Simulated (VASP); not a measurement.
# CdS5 (P6/mmm) in VASP: a series of runs

CdS5 is run at these levels: PBE; tasks: single point, relaxation of cell and atoms.

Program: VASP 6.6.1. These are calculated values, not measurements. Logs are shortened: lines on timing, memory, paths and dates and some standing lists are left out, and cuts for length are marked.

### 1 The cell of the first run

The structure is hexagonal, space group P6/mmm (No. 191). The conventional cell has a = 6.670 Å, b = 6.670 Å, c = 3.174 Å, α = 90.00°, β = 90.00°, γ = 120.00°. Within 4.2 Å of Cd (site symmetry 6/mmm) lie 2 Cd at 3.17 Å and 18 S at 3.69 to 3.85 Å. Within 3.3 Å of S (site symmetry -6m2) lie 8 S at 2.50 to 3.17 Å. Within 3.4 Å of S (site symmetry mmm) lie 10 S at 2.50 to 3.33 Å.

The cell was built from a structure type or drawn by symmetry, and may not be a known phase.

### 2 Single point, PBE

File INCAR:

```
SYSTEM = CdS5
ALGO = Normal
EDIFF = 1E-6
ENCUT = 520
GGA = PE
ISIF = 2
ISMEAR = 0
LASPH = .True.
LCHARG = .False.
LREAL = .False.
LWAVE = .False.
NBANDS = 30
NELM = 100
PREC = Accurate
SIGMA = 0.1
```

File KPOINTS:

```
k-points
0
Gamma
  3 3 6
  0 0 0
```

File POSCAR:

```
CdS5
1.0
    6.6695999126      0.0000000000      0.0000000000
   -3.3347999563      5.7760429574      0.0000000000
    0.0000000000      0.0000000000      3.1740523842
Cd S
1 5
Direct
    0.0000000000      0.0000000000      0.0000000000
    0.3333333333      0.6666666667      0.0000000000
    0.6666666667      0.3333333333      0.0000000000
    0.5000000000      0.0000000000      0.5000000000
    0.5000000000      0.5000000000      0.5000000000
    0.0000000000      0.5000000000      0.5000000000
```

Potentials or basis: VASP PAW PBE potentials, release 64 (Cd, S).

Command:

```console
cat potpaw_PBE.64/Cd/POTCAR potpaw_PBE.64/S/POTCAR > POTCAR
mpirun -np 1 vasp_std > vasp.out
```

OUTCAR:

```text
SYSTEM = CdS5
   EDIFF = 1E-6
   ENCUT = 520
   GGA = PE
   ISIF = 2
   ISMEAR = 0
   LASPH = .True.
   LREAL = .False.
   NELM = 100
   PREC = Accurate

 ion  position               nearest neighbor table
   1  0.000  0.000  0.000-
   2  0.333  0.667  0.000-   6 2.50   6 2.50   4 2.50   4 2.50   5 2.50   5 2.50
   3  0.667  0.333  0.000-   6 2.50   6 2.50   4 2.50   4 2.50   5 2.50   5 2.50
   4  0.500  0.000  0.500-   2 2.50   3 2.50   2 2.50   3 2.50
   5  0.500  0.500  0.500-   2 2.50   3 2.50   2 2.50   3 2.50
   6  0.000  0.500  0.500-   2 2.50   3 2.50   2 2.50   3 2.50

  LATTYP: Found a hexagonal cell.
 ALAT       =     6.6695999126
 C/A-ratio  =     0.4758984685

  Lattice vectors:

 A1 = (   6.6695999126,   0.0000000000,   0.0000000000)
 A2 = (  -3.3347999563,   5.7760429574,   0.0000000000)
 A3 = (   0.0000000000,   0.0000000000,   3.1740523842)

Analysis of symmetry for initial positions (statically):
=====================================================================
 Subroutine PRICEL returns:
 Original cell was already a primitive cell.

 Routine SETGRP: Setting up the symmetry group for a
 hexagonal supercell.

 Subroutine GETGRP returns: Found 24 space group operations
 (whereof 24 operations were pure point group operations)
 out of a pool of 24 trial point group operations.

The static configuration has the point symmetry D_6h.

Analysis of symmetry for dynamics (positions and initial velocities):
=====================================================================
 Subroutine PRICEL returns:
 Original cell was already a primitive cell.

 Routine SETGRP: Setting up the symmetry group for a
 hexagonal supercell.

 Subroutine GETGRP returns: Found 24 space group operations
 (whereof 24 operations were pure point group operations)
 out of a pool of 24 trial point group operations.

The dynamic configuration has the point symmetry D_6h.

 Subroutine INISYM returns: Found 24 space group operations
 (whereof 24 operations are pure point group operations),
 and found     1 'primitive' translations

----------------------------------------------------------------------------------------

                                     Primitive cell

  volume of cell :     122.2769

  direct lattice vectors                    reciprocal lattice vectors
     6.669599913  0.000000000  0.000000000     0.149934031  0.086564453  0.000000000
    -3.334799956  5.776042957  0.000000000     0.000000000  0.173128906  0.000000000
     0.000000000  0.000000000  3.174052384     0.000000000  0.000000000  0.315054662

  length of vectors
     6.669599913  6.669599913  3.174052384     0.173128906  0.173128906  0.315054662

  position of ions in fractional coordinates (direct lattice)
     0.000000000  0.000000000  0.000000000
     0.333333333  0.666666667  0.000000000
     0.666666667  0.333333333  0.000000000
     0.500000000  0.000000000  0.500000000
     0.500000000  0.500000000  0.500000000
     0.000000000  0.500000000  0.500000000

  ion indices of the primitive-cell ions
   primitive index   ion index
                 1           1
                 2           2
                 3           3
                 4           4
                 5           5
                 6           6

----------------------------------------------------------------------------------------

 KPOINTS: k-points

Automatic generation of k-mesh.
 Grid dimensions read from file:
 generate k-points for:    3    3    6

 Generating k-lattice:

  Cartesian coordinates                     Fractional coordinates (reciprocal lattice)
     0.049978010  0.028854818  0.000000000     0.333333333  0.000000000  0.000000000
     0.000000000  0.057709635  0.000000000     0.000000000  0.333333333  0.000000000
     0.000000000  0.000000000  0.052509110     0.000000000  0.000000000  0.166666667

  Length of vectors
     0.057709635  0.057709635  0.052509110

  Shift w.r.t. Gamma in fractional coordinates (k-lattice)
     0.000000000  0.000000000  0.000000000

 Subroutine IBZKPT returns following result:
 ===========================================

 Found     12 irreducible k-points:

 Following reciprocal coordinates:
            Coordinates               Weight
  0.000000  0.000000  0.000000      1.000000
  0.333333  0.000000  0.000000      6.000000
  0.333333  0.333333  0.000000      2.000000
  0.000000  0.000000  0.166667      2.000000
  0.333333  0.000000  0.166667     12.000000
  0.333333  0.333333  0.166667      4.000000
  0.000000  0.000000  0.333333      2.000000
  0.333333  0.000000  0.333333     12.000000
  0.333333  0.333333  0.333333      4.000000
  0.000000  0.000000  0.500000      1.000000
  0.333333  0.000000  0.500000      6.000000
  0.333333  0.333333  0.500000      2.000000
   k-points           NKPTS =     12   k-points in BZ     NKDIM =     12   number of bands    NBANDS=     30
   number of dos      NEDOS =    301   number of ions     NIONS =      6
   total plane-waves  NPLWV =  60000
   dimension x,y,z NGX =    50 NGY =   50 NGZ =   24
   dimension x,y,z NGXF=   100 NGYF=  100 NGZF=   48
   ions per type =               1   5
   NGX,Y,Z   is equivalent  to a cutoff of  12.46, 12.46, 12.57 a.u.
   NGXF,Y,Z  is equivalent  to a cutoff of  24.93, 24.93, 25.14 a.u.
 SYSTEM =  CdS5
   PREC   = accura    normal or accurate (medium, high low for compatibility)
   ISTART =      0    job   : 0-new  1-cont  2-samecut
   ICHARG =      2    charge: 1-file 2-atom 10-const
   ISPIN  =      1    spin polarized calculation?
   LNONCOLLINEAR =      F non collinear calculations
   LSORBIT =      F    spin-orbit coupling
   LASPH  =      T    aspherical Exc in radial PAW
   ENCUT  =  520.0 eV  38.22 Ry    6.18 a.u.  12.40 12.40  5.90*2*pi/ulx,y,z
   NELM   =    100;   NELMIN=  2; NELMDL= -5     # of ELM steps
   EDIFF  = 0.1E-05   stopping-criterion for ELM
   LREAL  =      F    real-space projection
   EDIFFG = 0.1E-04   stopping-criterion for IOM
   NSW    =      0    number of steps for IOM
   IBRION =     -1    ionic relax: 0-MD 1-quasi-New 2-CG
   NFREE  =      0    steps in history (QN), initial steepest desc. (CG)
   ISIF   =      2    stress and relaxation
   ISYM   =      2    0-nonsym 1-usesym 2-fastsym
   POTIM  = 0.5000    time-step for ionic-motion
   TEBEG  =    0.0;   TEEND  =   0.0 temperature during run
   PSTRESS=    0.0 pullay stress
   NELECT =      42.0000    total number of electrons
   NUPDOWN=      -1.0000    fix difference up-down
   EMIN   =  10.00;   EMAX   =-10.00  energy-range for DOS
   EFERMI =   0.00;   METHOD = LEGACY
   ISMEAR =     0;   SIGMA  =   0.10  broadening in eV -4-tet -1-fermi 0-gaus
   EFERMI_NEDOS =   21; number of points for ismear=-14 and -15
   IALGO  =     38    algorithm
   IMIX   =      4    mixing-type and parameters
     AMIX     =   0.40;   BMIX     =  1.00
     AMIX_MAG =   1.60;   BMIX_MAG =  1.00
  volume/ion in A,a.u.               =      20.38       137.53
  Fermi-wavevector in a.u.,A,eV,Ry     =   1.146506  2.166583 17.884546  1.314477
  Thomas-Fermi vector in A             =   2.283190
   LORBIT       =      0    0 simple, 1 ext, 2 COOP (PROOUT), +10 PAW based schemes
   GGA     = PE    functional components
   LHFCALC =     F    Hartree Fock is set to
   AEXX    =    0.0000 exact exchange contribution
   IVDW    =     0    specifies the selected vdW correction
   LEPSILON=     F    determine dielectric tensor
   LRPA    =     F    only Hartree local field effects (RPA)
 non-spin polarized calculation
 Gauss-broadening in eV      SIGMA  =   0.10
  energy-cutoff  :      520.00
  volume of cell :      122.28
 maximum number of plane-waves:      3336
 NGX is ok and might be reduce to    50
   NGX = 25   NGY = 25   NGZ = 11

 number of electron      42.0000008 magnetization

 Free energy of the ion-electron system (eV)
  ---------------------------------------------------
  ext. energy  EPLUGINS =         0.00000000
  ---------------------------------------------------
  free energy    TOTEN  =       -17.59466104 eV

  energy without entropy =      -17.57820427  energy(sigma->0) =      -17.58643265

 E-fermi :   4.5804     XC(G=0):  -9.9139

 val. band max:        4.5661904926   @ k =   0.3333   0.3333   0.3333
 cond. band min:       4.6908985913   @ k =   0.3333   0.3333   0.5000
 fundamental gap:      0.1247080987
 Fermi energy:         4.5804124947

 k-point     1 :       0.0000    0.0000    0.0000
  band No.  band energies     occupation
      1     -12.3050      2.00000
      2     -10.1841      2.00000
      3      -8.8463      2.00000
      4      -8.8463      2.00000
      5      -4.2836      2.00000
      6      -3.6890      2.00000
[... 22 lines left out ...]
     29       9.7328      0.00000
     30      10.3773      0.00000

 k-point     2 :       0.3333    0.0000    0.0000
  band No.  band energies     occupation
      1     -12.0468      2.00000
      2     -11.0220      2.00000
      3      -8.8554      2.00000
      4      -7.6784      2.00000
      5      -5.3710      2.00000
      6      -3.6918      2.00000
[... 22 lines left out ...]
     29       9.4865      0.00000
     30      10.9373      0.00000

 k-point     3 :       0.3333    0.3333    0.0000
  band No.  band energies     occupation
      1     -11.6201      2.00000
      2     -11.6201      2.00000
      3      -8.8716      2.00000
      4      -6.5218      2.00000
      5      -6.5218      2.00000
      6      -3.6917      2.00000
[... 22 lines left out ...]
     29      10.4821      0.00000
     30      10.4821      0.00000

 k-point     4 :       0.0000    0.0000    0.1667
  band No.  band energies     occupation
      1     -11.9553      2.00000
      2      -9.8980      2.00000
      3      -8.5778      2.00000
      4      -8.5778      2.00000
      5      -5.1505      2.00000
      6      -3.5004      2.00000
[... 220 lines left out ...]
     29       9.7180      0.00000
     30      11.6997      0.00000

 k-point    11 :       0.3333    0.0000    0.5000
  band No.  band energies     occupation
      1      -9.2869      2.00000
      2      -8.8534      2.00000
      3      -8.8302      2.00000
      4      -7.9579      2.00000
      5      -7.4422      2.00000
      6      -3.4287      2.00000
[... 22 lines left out ...]
     29      10.1163      0.00000
     30      12.1999      0.00000

 k-point    12 :       0.3333    0.3333    0.5000
  band No.  band energies     occupation
      1      -9.0714      2.00000
      2      -9.0714      2.00000
      3      -8.4624      2.00000
      4      -8.4624      2.00000
      5      -7.4485      2.00000
      6      -3.4160      2.00000
[... 22 lines left out ...]
     29       9.4965      0.00000
     30      12.8511      0.00000

------------------------ aborting loop because EDIFF is reached ----------------------------------------

  FORCE on cell =-STRESS in cart. coord.  units (eV):
  Direction    XX          YY          ZZ          XY          YZ          ZX
  --------------------------------------------------------------------------------------
  -------------------------------------------------------------------------------------
  Total        0.0181326      0.0181326     -0.0892477      0.0000000      0.0000000      0.0000000
  in kB        0.2375895      0.2375895     -1.1694008      0.0000000      0.0000000      0.0000000
  external PRESSURE =      -0.2314073 kB  Pullay stress =       0.0000000 kB

 VOLUME and BASIS-vectors are now :
 -----------------------------------------------------------------------------
  energy-cutoff  :      520.00
  volume of cell :      122.28
      direct lattice vectors                 reciprocal lattice vectors
     6.669599913  0.000000000  0.000000000     0.149934031  0.086564453  0.000000000
    -3.334799956  5.776042957  0.000000000     0.000000000  0.173128906  0.000000000
     0.000000000  0.000000000  3.174052384     0.000000000  0.000000000  0.315054662

 POSITION                                       TOTAL-FORCE (eV/Angst)
 -----------------------------------------------------------------------------------
      0.00000      0.00000      0.00000        -0.000000      0.000000      0.000000
     -0.00000      3.85070      0.00000        -0.000000      0.000000      0.000000
      3.33480      1.92535      0.00000         0.000000     -0.000000     -0.000000
      3.33480      0.00000      1.58703        -0.000000      0.000000      0.000000
      1.66740      2.88802      1.58703        -0.000000      0.000000      0.000000
     -1.66740      2.88802      1.58703        -0.000000      0.000000      0.000000
 -----------------------------------------------------------------------------------
    total drift:                               -0.000000     -0.000000     -0.000000

  FREE ENERGIE OF THE ION-ELECTRON SYSTEM (eV)
  ---------------------------------------------------
  free  energy   TOTEN  =       -17.5946610356 eV

  energy  without entropy=      -17.5782042678  energy(sigma->0) =      -17.58643265
```

Run time: 58 s. Hardware: 1 thread of Intel Xeon 8259CL, shared host; peak memory 0.24 GiB.

Results:

```
Free energy            : -17.5947 eV
Pressure               : 0.0 GPa
Band gap on the k mesh : zero (bands 21 and 22 overlap by 1.44 eV)
```

Caveat: the k points lie up to 0.36 Å⁻¹ apart, too coarse for converged energies and pressures of a metal.

### 3 Single point, PBE

This run uses another cell than the first one, of 20.50 Å³/atom.

File INCAR:

```
  ALGO = Normal
  EDIFF = 1E-6
  ENCUT = 520
  GGA = PE
  ISIF = 2
  ISMEAR = 0
  LASPH = T
  LCHARG = T
  LELF = T
  LREAL = F
  LVHAR = T
  LWAVE = F
  NBANDS = 30
  NELM = 60
  PREC = Accurate
  SIGMA = 0.1
```

File KPOINTS:

```
k-points
0
Gamma
  6 6 12
```

POSCAR, as its differences from that of step 2:

```diff
@@ -2,5 +2,5 @@
 1.0
-    6.6695999126      0.0000000000      0.0000000000
-   -3.3347999563      5.7760429574      0.0000000000
-    0.0000000000      0.0000000000      3.1740523842
+    6.6688169207      0.0000000000      0.0000000000
+   -3.3344084604      5.7753648665      0.0000000000
+    0.0000000000      0.0000000000      3.1940093563
 Cd S
```

Potentials or basis: VASP PAW PBE potentials, release 64 (Cd, S).

Command:

```console
cat potpaw_PBE.64/Cd/POTCAR potpaw_PBE.64/S/POTCAR > POTCAR
mpirun -np 1 vasp_std > vasp.out
```

Wall time 4.7 min (1 thread of Intel Xeon 8259CL, shared host); peak memory 0.32 GiB.

It converged, with:

| Quantity | Value |
| --- | --- |
| Free energy | -17.6494 eV |
| Pressure | -0.1 GPa |
| Band gap on the k mesh | zero (bands 21 and 22 overlap by 1.47 eV) |

Levels at points of the mesh, in eV from the Fermi level:
```
           k point  band 19  band 20  band 21  band 22  band 23  band 24
(0.00, 0.00, 0.00)    -1.30    -1.01    -0.75    -0.75    -0.64     3.40
(0.50, 0.00, 0.00)    -0.76    -0.60    -0.18     0.88     1.58     1.88
(0.00, 0.00, 0.50)    -1.73    -0.87    -0.87    -0.30     1.26     1.50
(0.50, 0.00, 0.50)    -1.71    -0.60     0.17     0.42     1.32     1.53
```

### 4 Relaxation of cell and atoms, PBE

This run uses another cell than the first one, of 25.51 Å³/atom.

File INCAR:

```
SYSTEM = CdS5
PREC = Accurate
ENCUT = 600
EDIFF = 1E-6
ISMEAR = 0
SIGMA = 0.1
LREAL = .False.
LASPH = .True.
NELM = 100
ALGO = Normal
ISIF = 3
LWAVE = .False.
LCHARG = .False.
GGA = PE
IBRION = 2
NSW = 90
EDIFFG = -0.04
```

File KPOINTS:

```
Automatic mesh
0
Gamma
  3 3 4
  0 0 0
```

File POSCAR:

```
CdS5
1.0
    6.1038437100      0.0000000000      0.0000000000
   -3.0519218500      5.2860837100      0.0000000000
    0.0000000000      0.0000000000      4.7430549200
Cd S
1 5
Direct
    0.0000000000      0.0000000000      0.0000000000
    0.3333333300      0.6666666700      0.0000000000
    0.6666666700      0.3333333300      0.0000000000
    0.5000000000      0.0000000000      0.5000000000
    0.5000000000      0.5000000000      0.5000000000
    0.0000000000      0.5000000000      0.5000000000
```

Command:

```console
cat potpaw_PBE.64/Cd/POTCAR potpaw_PBE.64/S/POTCAR > POTCAR
mpirun -np 1 vasp_std > vasp.out
```

Run time: 15 min. Hardware: 1 thread of Intel Xeon 8259CL, shared host; peak memory 0.34 GiB.

It converged, with:

| Quantity | Value |
| --- | --- |
| Free energy | -17.6695 eV |
| Relaxed volume | 20.94 Å³/atom |
| Relaxed cell | a = 6.773 Å, b = 6.773 Å, c = 3.163 Å, α = 90.00°, β = 90.00°, γ = 120.00° |
| Space group after relaxing (to 0.1 Å) | P6/mmm (No. 191) |
| Energy gained by relaxing | 486.3 meV/atom |
| Ionic steps | 18 |
| Pressure after relaxing | 0.1 GPa |
| Band gap on the k mesh | zero (bands 21 and 22 overlap by 1.17 eV) |

The path:
```csv
step,energy change (eV),largest force (eV/Å),pressure (GPa),volume (Å³)
1,0.0000,0.0000,-9.84,153.04
2,-1.7112,0.0000,-3.82,120.80
3,-1.8562,0.0000,-0.05,112.64
4,-1.8590,0.0000,0.67,111.39
5,-1.9023,0.0000,0.69,111.94
6,-2.0080,0.0000,0.94,113.08
7,-2.2368,0.0000,2.94,114.40
8,-2.3910,0.0000,9.12,112.67
9,-2.6048,0.0000,5.49,114.31
10,-2.6669,0.0000,7.28,113.69
11,-2.6480,0.0000,7.56,113.55
12,-2.6591,0.0000,7.27,114.02
13,-2.6709,0.0000,6.53,115.31
14,-2.6913,0.0000,6.21,115.72
15,-2.7468,0.0000,5.30,116.96
16,-2.8334,0.0000,3.61,119.45
17,-2.9150,0.0000,0.63,124.53
18,-2.9179,0.0000,0.06,125.64
```

Final structure:
```yaml
crystal:
  lattice:
    - [6.77293, 0.00000, 0.00000]
    - [-3.38647, 5.86553, 0.00000]
    - [0.00000, 0.00000, 3.16262]
  atoms:
    - { symbol: Cd, position: [0.00000, 0.00000, 0.00000] }
    - { symbol: S, position: [0.33333, 0.66667, 0.00000] }
    - { symbol: S, position: [0.66667, 0.33333, 0.00000] }
    - { symbol: S, position: [0.50000, 0.00000, 0.50000] }
    - { symbol: S, position: [0.50000, 0.50000, 0.50000] }
    - { symbol: S, position: [0.00000, 0.50000, 0.50000] }
```

Levels at points of the mesh, in eV from the Fermi level:
| k point | band 17 | band 18 | band 19 | band 20 | band 21 | band 22 | band 23 | band 24 | band 25 |
| --- | --- | --- | --- | --- | --- | --- | --- | --- | --- |
| (0.00, 0.00, 0.00) | -1.62 | -1.14 | -1.14 | -0.87 | -0.35 | -0.35 | -0.34 | 3.58 | 3.58 |
| (0.00, 0.00, 0.50) | -2.91 | -2.13 | -1.64 | -0.74 | -0.74 | -0.12 | 1.48 | 1.68 | 2.45 |

Caveat: the k points lie up to 0.50 Å⁻¹ apart in the final cell, too coarse for converged energies and pressures of a metal; the volume moved by over 15 % at a fixed basis, so the end points are rough.

### 5 Overview

| task | cell | k mesh | cutoff (eV) | gap on the mesh (eV) | pressure (GPa) |
| --- | --- | --- | --- | --- | --- |
| single point | a = 6.670, b = 6.670, c = 3.174 Å, angles 90.0, 90.0, 120.0°, 6 atoms | 3 × 3 × 6 | 520 | none | 0.0 |
| single point | a = 6.669, b = 6.669, c = 3.194 Å, angles 90.0, 90.0, 120.0°, 6 atoms | 6 × 6 × 12 | 520 | none | -0.1 |
| relaxation of cell and atoms | relaxed from a = 6.104, b = 6.104, c = 4.743 Å, angles 90.0, 90.0, 120.0°, 6 atoms | 3 × 3 × 4 | 600 | none | 0.1 |

Alike in all rows: level PBE; potentials or basis VASP PAW PBE potentials, release 64 (Cd, S); no spin polarisation; smearing gaussian 0.1 eV.

Caveats: some runs use coarse meshes; the volume moved by over 15 % at a fixed basis, so the end points are rough (at least some runs).

Total energies depend on the potentials used, so only differences within one code and one set of settings carry meaning.
